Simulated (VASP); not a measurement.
# Gd (Fm-3m) in VASP: a series of runs

Gd is run at these levels: r2SCAN; tasks: single point, relaxation of cell and atoms.

Everything below comes from runs of VASP 6.6.1. Logs are shortened: lines on timing, memory, paths and dates and some standing lists are left out, and cuts for length are marked.

**1. The cell of the first run**

Symmetry: Fm-3m, No. 225, cubic system. Conventional cell: a = 5.199 Å, b = 5.199 Å, c = 5.199 Å, α = 90.00°, β = 90.00°, γ = 90.00°. Within 4.8 Å of Gd (site symmetry m-3m) lie 12 Gd at 3.68 Å.

This isn't the form of Gd at room conditions, which is hcp.

**2. Single point, r2SCAN, collinear spin, ferromagnetic start**

The input, POSCAR:

```
Gd
1.0
    0.0000000000      2.5995998578      2.5995998578
    2.5995998578      0.0000000000      2.5995998578
    2.5995998578      2.5995998578      0.0000000000
Gd
1
Direct
    0.0000000000      0.0000000000      0.0000000000
```

The input, INCAR.step1:

```
SYSTEM = Gd
  PREC = Accurate
  ENCUT = 800
  ISMEAR = 1
  SIGMA = 0.05
  LREAL = .False.
  LASPH = .True.
  NELM = 200
  ISPIN = 2
  MAGMOM = 7
  LMAXMIX = 6
  NBANDS = 19
  GGA = PE
  ALGO = Normal
  EDIFF = 1E-5
  LWAVE = .True.
  LCHARG = .False.
  GGA_COMPAT = .False.
```

The input, INCAR.step2:

```
SYSTEM = Gd
  PREC = Accurate
  ENCUT = 800
  EDIFF = 1E-6
  ISMEAR = 1
  SIGMA = 0.05
  LREAL = .False.
  LASPH = .True.
  NELM = 200
  ALGO = Normal
  ISIF = 2
  LWAVE = .False.
  LCHARG = .False.
  ISPIN = 2
  MAGMOM = 7
  LORBIT = 11
  LMAXMIX = 6
  METAGGA = R2SCAN
  LMIXTAU = .True.
  NBANDS = 19
  ISTART = 1
  GGA_COMPAT = .False.
```

The input, KPOINTS:

```
regular mesh
0
Gamma
  8 8 8
  0 0 0
```

Potentials or basis: VASP PAW PBE potentials, release 64 (Gd).

Started as:

```sh
> cat potpaw_PBE.64/Gd/POTCAR > POTCAR
> cp INCAR.step1 INCAR
> mpirun -np 1 vasp_std > vasp.out
> cp INCAR.step2 INCAR
> mpirun -np 1 vasp_std > vasp.out
```

OUTCAR:

```text
SYSTEM = Gd
   PREC = Accurate
   ENCUT = 800
   EDIFF = 1E-6
   ISMEAR = 1
   LREAL = .False.
   LASPH = .True.
   NELM = 200
   ISIF = 2
   ISPIN = 2
   LORBIT = 11
   METAGGA = R2SCAN
   ISTART = 1

 ion  position               nearest neighbor table
   1  0.000  0.000  0.000-

  LATTYP: Found a face centered cubic cell.
 ALAT       =     5.1991997156

  Lattice vectors:

 A1 = (   0.0000000000,   2.5995998578,   2.5995998578)
 A2 = (   2.5995998578,   0.0000000000,   2.5995998578)
 A3 = (   2.5995998578,   2.5995998578,   0.0000000000)

Analysis of symmetry for initial positions (statically):
=====================================================================
 Subroutine PRICEL returns:
 Original cell was already a primitive cell.

 Routine SETGRP: Setting up the symmetry group for a
 face centered cubic supercell.

 Subroutine GETGRP returns: Found 48 space group operations
 (whereof 48 operations were pure point group operations)
 out of a pool of 48 trial point group operations.

The static configuration has the point symmetry O_h .

Analysis of symmetry for dynamics (positions and initial velocities):
=====================================================================
 Subroutine PRICEL returns:
 Original cell was already a primitive cell.

 Routine SETGRP: Setting up the symmetry group for a
 face centered cubic supercell.

 Subroutine GETGRP returns: Found 48 space group operations
 (whereof 48 operations were pure point group operations)
 out of a pool of 48 trial point group operations.

The dynamic configuration has the point symmetry O_h .

Analysis of structural, dynamic, and magnetic symmetry:
=====================================================================
 Subroutine PRICEL returns:
 Original cell was already a primitive cell.

 Routine SETGRP: Setting up the symmetry group for a
 face centered cubic supercell.

 Subroutine GETGRP returns: Found 48 space group operations
 (whereof 48 operations were pure point group operations)
 out of a pool of 48 trial point group operations.

The overall configuration has the point symmetry O_h .

 Subroutine INISYM returns: Found 48 space group operations
 (whereof 48 operations are pure point group operations),
 and found     1 'primitive' translations

----------------------------------------------------------------------------------------

                                     Primitive cell

  volume of cell :      35.1358

  direct lattice vectors                    reciprocal lattice vectors
[... 101 lines left out ...]
   EFERMI_NEDOS =   21; number of points for ismear=-14 and -15
   IALGO  =     38    algorithm
   IMIX   =      4    mixing-type and parameters
     AMIX     =   0.40;   BMIX     =  1.00
     AMIX_MAG =   1.60;   BMIX_MAG =  1.00
  volume/ion in A,a.u.               =      35.14       237.11
  Fermi-wavevector in a.u.,A,eV,Ry     =   1.309933  2.475415 23.346578  1.715925
  Thomas-Fermi vector in A             =   2.440498
   LORBIT       =     11    0 simple, 1 ext, 2 COOP (PROOUT), +10 PAW based schemes
   METAGGA = R2SCAN    functional components
   LHFCALC =     F    Hartree Fock is set to
   AEXX    =    0.0000 exact exchange contribution
   IVDW    =     0    specifies the selected vdW correction
   LEPSILON=     F    determine dielectric tensor
   LRPA    =     F    only Hartree local field effects (RPA)
 spin polarized calculation
 Methfessel and Paxton  Order N= 1 SIGMA  =   0.05
  energy-cutoff  :      800.00
  volume of cell :       35.14
 maximum number of plane-waves:      1832
 NGX is ok and might be reduce to    36
   NGX = 17   NGY = 17   NGZ = 17

 number of electron      17.9999999 magnetization       8.1888980

 Free energy of the ion-electron system (eV)
  ---------------------------------------------------
  ext. energy  EPLUGINS =         0.00000000
  ---------------------------------------------------
  free energy    TOTEN  =       -41.03110600 eV

  energy without entropy =      -41.03119021  energy(sigma->0) =      -41.03113407

 E-fermi :   2.6558     XC(G=0): -10.3067

 val. band max:        2.6174821086   @ k =   0.3750   0.0000   0.0000
 cond. band min:       2.6664740259   @ k =  -0.3750   0.2500   0.0000
 fundamental gap:      0.0489919172
 Fermi energy:         2.6558218659

 spin component 1

 k-point     1 :       0.0000    0.0000    0.0000
  band No.  band energies     occupation
      1     -44.6780      1.00000
      2     -21.0435      1.00000
      3     -21.0435      1.00000
      4     -21.0435      1.00000
      5      -3.2733      1.00000
      6      -3.1721      1.00000
[... 517 lines left out ...]
     18       9.4252      0.00000
     19      13.5262      0.00000

 [... further k-points ...]

 spin component 2

 k-point     1 :       0.0000    0.0000    0.0000
  band No.  band energies     occupation
      1     -40.6910      1.00000
      2     -18.1374      1.00000
      3     -18.1374      1.00000
      4     -18.1374      1.00000
      5      -1.0823      1.00000
      6       3.9324      0.00000
[... 517 lines left out ...]
     18      11.4806      0.00000
     19      15.3320      0.00000

 [... further k-points ...]

------------------------ aborting loop because EDIFF is reached ----------------------------------------

  FORCE on cell =-STRESS in cart. coord.  units (eV):
  Direction    XX          YY          ZZ          XY          YZ          ZX
  --------------------------------------------------------------------------------------
  -------------------------------------------------------------------------------------
  Total        0.0055738      0.0055738      0.0055738      0.0000000      0.0000000      0.0000000
  in kB        0.2541648      0.2541648      0.2541648      0.0000000      0.0000000      0.0000000
  external PRESSURE =       0.2541648 kB  Pullay stress =       0.0000000 kB

 VOLUME and BASIS-vectors are now :
 -----------------------------------------------------------------------------
  energy-cutoff  :      800.00
  volume of cell :       35.14
      direct lattice vectors                 reciprocal lattice vectors
     0.000000000  2.599599858  2.599599858    -0.192337293  0.192337293  0.192337293
     2.599599858  0.000000000  2.599599858     0.192337293 -0.192337293  0.192337293
     2.599599858  2.599599858  0.000000000     0.192337293  0.192337293 -0.192337293

 POSITION                                       TOTAL-FORCE (eV/Angst)
 -----------------------------------------------------------------------------------
      0.00000      0.00000      0.00000         0.000000      0.000000     -0.000000
 -----------------------------------------------------------------------------------
    total drift:                               -0.000000      0.000000      0.000000

  FREE ENERGIE OF THE ION-ELECTRON SYSTEM (eV)
  ---------------------------------------------------
  free  energy   TOTEN  =       -41.0311059968 eV

  energy  without entropy=      -41.0311902118  energy(sigma->0) =      -41.03113407

 total charge

# of ion       s       p       d       f       tot
--------------------------------------------------
    1        2.070   5.616   0.550   6.929  15.165

 magnetization (x)

# of ion       s       p       d       f       tot
--------------------------------------------------
    1        0.006  -0.083   0.325   6.902   7.149
```

Wall time 3.4 min (1 thread of Intel Xeon Platinum 8559C (Emerald Rapids), shared host); peak memory 0.3 GiB.

What came out:

```
Free energy                                           : -41.0311 eV
Pressure                                              : 0.0 GPa
Net moment                                            : 8.19 μB per cell
Site moments                                          : Gd +7.15 μB
Valence electrons inside the program's atomic spheres : Gd 15.16
```

Caveat: the PAW data sets were made with another functional, which shifts forces and pressure a little; spin-orbit coupling is left out, which moves the levels of the heavy elements; semilocal functionals describe open f shells poorly, which spoils levels, moments and volumes. The state reached can hang on the start; a lower one may exist.

**3. Relaxation of cell and atoms, r2SCAN, collinear spin, ferromagnetic start**

This run uses another cell than the first one, of 33.16 Å³/atom.

The input, POSCAR:

```
Gd
1.0
    0.0000000000      2.5500000000      2.5500000000
    2.5500000000      0.0000000000      2.5500000000
    2.5500000000      2.5500000000      0.0000000000
Gd
1
Direct
    0.0000000000      0.0000000000      0.0000000000
```

The input, INCAR.step1:

```
SYSTEM = Gd
PREC = Accurate ; ENCUT = 800
ISMEAR = 1 ; SIGMA = 0.05
LREAL = .FALSE. ; LASPH = .TRUE.
NELM = 200 ; ISPIN = 2
MAGMOM = 7 ; LMAXMIX = 6
GGA = PE ; ALGO = Normal
EDIFF = 1E-5 ; LWAVE = .TRUE.
LCHARG = .FALSE. ; GGA_COMPAT = .FALSE.
IBRION = 2 ; ISIF = 3
EDIFFG = -0.005 ; NELMIN = 4
NSW = 100
```

The input, INCAR.step2:

```
SYSTEM = Gd
PREC = Accurate ; ENCUT = 800
EDIFF = 1E-7 ; ISMEAR = 1
SIGMA = 0.05 ; LREAL = .FALSE.
LASPH = .TRUE. ; NELM = 200
ALGO = Normal ; ISIF = 3
LWAVE = .FALSE. ; LCHARG = .FALSE.
ISPIN = 2 ; MAGMOM = 7
LORBIT = 11 ; LMAXMIX = 6
METAGGA = R2SCAN ; LMIXTAU = .TRUE.
IBRION = 2 ; NSW = 80
EDIFFG = -0.03 ; ISTART = 1
GGA_COMPAT = .FALSE. ; NELMIN = 4
```

The input, KPOINTS:

```
Automatic mesh
0
G
  8 8 8
  0 0 0
```

Potentials or basis: VASP PAW PBE potentials, release 64 (Gd).

Started as:

```sh
> cat potpaw_PBE.64/Gd/POTCAR > POTCAR
> cp INCAR.step1 INCAR
> mpirun -np 1 vasp_std > vasp.out
> cp INCAR.step2 INCAR
> mpirun -np 1 vasp_std > vasp.out
```

Run time: 19 min. Hardware: 1 thread of Intel Xeon Platinum 8559C (Emerald Rapids), shared host; peak memory 0.33 GiB.

Results (log left out):

| Item | Value |
| --- | --- |
| Free energy | -41.0309 eV |
| Relaxed volume | 35.14 Å³/atom |
| Relaxed cell | a = 3.677 Å, b = 3.677 Å, c = 3.677 Å, α = 60.00°, β = 60.00°, γ = 60.00° |
| Space group after relaxing (to 0.1 Å) | Fm-3m (No. 225) |
| Energy gained by relaxing | 14.6 meV/atom |
| Ionic steps | 3 |
| Pressure after relaxing | 0.0 GPa |
| Net moment | 8.19 μB per cell |
| Site moments | Gd +7.15 μB |
| Valence electrons inside the program's atomic spheres | Gd 15.16 |

Step by step:
| step | energy change (eV) | largest force (eV/Å) | pressure (GPa) | volume (Å³) |
| --- | --- | --- | --- | --- |
| 1 | 0.0000 | 0.0000 | 2.43 | 33.16 |
| 2 | -0.0138 | 0.0000 | -0.55 | 35.64 |
| 3 | -0.0146 | 0.0000 | 0.01 | 35.14 |

Final structure:
```cif
data_structure
_symmetry_space_group_name_H-M 'P 1'
_symmetry_Int_Tables_number 1
_cell_length_a 3.6766
_cell_length_b 3.6766
_cell_length_c 3.6766
_cell_angle_alpha 60.000
_cell_angle_beta 60.000
_cell_angle_gamma 60.000
_cell_volume 35.14
loop_
_atom_site_label
_atom_site_type_symbol
_atom_site_fract_x
_atom_site_fract_y
_atom_site_fract_z
_atom_site_occupancy
Gd1 Gd 0.00000 0.00000 0.00000 1
```

Levels at points of the mesh, in eV from the Fermi level:
Spin up:
```csv
k point,band 9,band 10,band 11,band 12,band 13,band 14,band 15,band 16,band 17
"(0.00, 0.00, 0.00)",-5.75,-5.75,-5.75,-5.59,1.15,1.15,1.15,3.58,3.58
"(0.50, 0.00, 0.00)",-5.76,-5.76,-5.75,-2.93,0.31,1.15,1.15,5.04,5.04
"(0.50, 0.50, 0.00)",-5.80,-5.78,-5.78,-2.13,-1.83,1.52,5.19,5.37,5.37
```
Spin down:
| k point | band 3 | band 4 | band 5 | band 6 | band 7 | band 8 |
| --- | --- | --- | --- | --- | --- | --- |
| (0.00, 0.00, 0.00) | -20.79 | -20.79 | -3.74 | 1.27 | 1.36 | 1.36 |
| (0.50, 0.00, 0.00) | -20.88 | -20.88 | -0.68 | 1.03 | 1.39 | 1.39 |
| (0.50, 0.50, 0.00) | -21.04 | -21.04 | -1.46 | 0.48 | 1.41 | 1.41 |

Caveat: the PAW data sets were made with another functional, which shifts forces and pressure a little; spin-orbit coupling is left out, which moves the levels of the heavy elements; semilocal functionals describe open f shells poorly, which spoils levels, moments and volumes. The state reached can hang on the start; a lower one may exist.
